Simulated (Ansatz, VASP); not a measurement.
**One calculation of CdInS2, two programs**

```
Cd In S
1.0
     3.87196    0.00000    0.00000
    -1.93598    3.35321    0.00000
     0.00000    0.00000    6.81063
Cd In S
1 1 2
Cartesian
  0.0000 0.0000 0.0000
  0.0000 0.0000 3.4053
  1.9360 1.1177 5.1613
  0.0000 2.2355 1.6493
```

Alike in both runs: functional PBE; k mesh 12 × 12 × 8; occupations gaussian, width 0.1 eV; no spin polarisation.

Ansatz relaxed the structure, and its values are those at the end. VASP's run is a single point on that final structure, the one shown.

```csv
,VASP,Ansatz
version,VASP 6.6.1,Ansatz 0.2.0
potentials or method,"VASP PAW PBE potentials, release 64 (Cd, In_d, S), cutoff 520 eV","scalar-relativistic, plane waves, PAW"
valence electrons in the cell,37,45
```

Ansatz gave:

```
gap on the k mesh at the Fermi level (eV) : none
pressure (GPa)                            : 0.0
rms of the force components (eV/Å)        : 0.000
```

Estimate VASP's values.

gap on the k mesh at the Fermi level (eV): none; pressure (GPa): 0.1; rms of the force components (eV/Å): 0.011.

A gap of «none» marks a metal or a gap that the smearing closes. VASP's potentials hold 37 valence electrons a cell and Ansatz's 45, so a difference there can come from the potentials and not from the codes.
